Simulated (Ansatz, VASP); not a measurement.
This is a calculation of Co for Ansatz 0.2.0.

File input.yaml:

```yaml
crystal:
  lattice:
    - [2.4719999032, 0.0, 0.0]
    - [-1.2359999516, 2.1408147143, 0.0]
    - [0.0, 0.0, 4.02114408]
  atoms:
    - { symbol: Co, position: [0.6666666667, 0.3333333333, 0.75], spin: 2.0 }
    - { symbol: Co, position: [0.3333333333, 0.6666666667, 0.25], spin: 2.0 }
kpoints:
  mp_grid: { grid: [12, 12, 7] }
scf:
  occupations: { method: fermi_dirac, width: 0.05 }
hamiltonian:
  xc: pbesol
  dispersion: d4
  pseudopotentials: { kind: all_electron, lapw: { basis_error: 0.001 } }
magnetization:
  spin_polarized: true
output:
  forces: true
  stress: true
relax:
  f_tol: 0.005
  max_steps: 60
  cell: {}
```

Potentials or basis: all-electron LAPW, scalar-relativistic.

The run is started by

```sh
$ ansatz run input.yaml --threads 2 --pin off --max-ram 6144MiB --backend cpu --events-out ev --progress --plain --runs-dir out
```

**Question.** Set up the same calculation for VASP 6.6.1. Potentials there: VASP PAW PBE potentials, release 64 (Co).

**Answer.** As run (the cutoff follows the program's own potentials):

File INCAR:

```
SYSTEM = Co
ALGO = Normal
EDIFF = 1E-7
EDIFFG = -0.005
ENCUT = 600
GGA = PS
IBRION = 2
ISIF = 3
ISMEAR = -1
ISPIN = 2
IVDW = 13
LASPH = .True.
LCHARG = .False.
LMAXMIX = 4
LORBIT = 11
LREAL = .False.
LWAVE = .False.
MAGMOM = 2 2
NELM = 150
NSW = 80
PREC = Accurate
SIGMA = 0.05
```

KPOINTS

```
k-points
0
Gamma
  12 12 7
  0 0 0
```

File POSCAR:

```
Co
1.0
    2.4719999032      0.0000000000      0.0000000000
   -1.2359999516      2.1408147143      0.0000000000
    0.0000000000      0.0000000000      4.0211440800
Co
2
Direct
    0.6666666667      0.3333333333      0.7500000000
    0.3333333333      0.6666666667      0.2500000000
```

Potentials or basis: VASP PAW PBE potentials, release 64 (Co).

Command:

```sh
$ cat potpaw_PBE.64/Co/POTCAR > POTCAR
$ mpirun -np 1 vasp_std > vasp.out
```

Both were run:

|  | VASP | Ansatz | Ansatz less VASP |
| --- | --- | --- | --- |
| net moment per atom (μB) | 1.53 | 1.54 | +0.014 |
| size of the moment on the site where the two differ most (μB) | 1.53 | 1.60 | +0.065 |
| relaxed volume (Å³/atom) | 10.16 | 10.21 | +0.043 |
| relaxed cell length with the largest relative difference (Å) | 3.939 | 3.945 | +0.0056 |

VASP's potentials were made for PBE, not for PBEsol. Site moments also hang on the region over which each program counts them. Ansatz ran all-electron here, and VASP with PAW potentials.
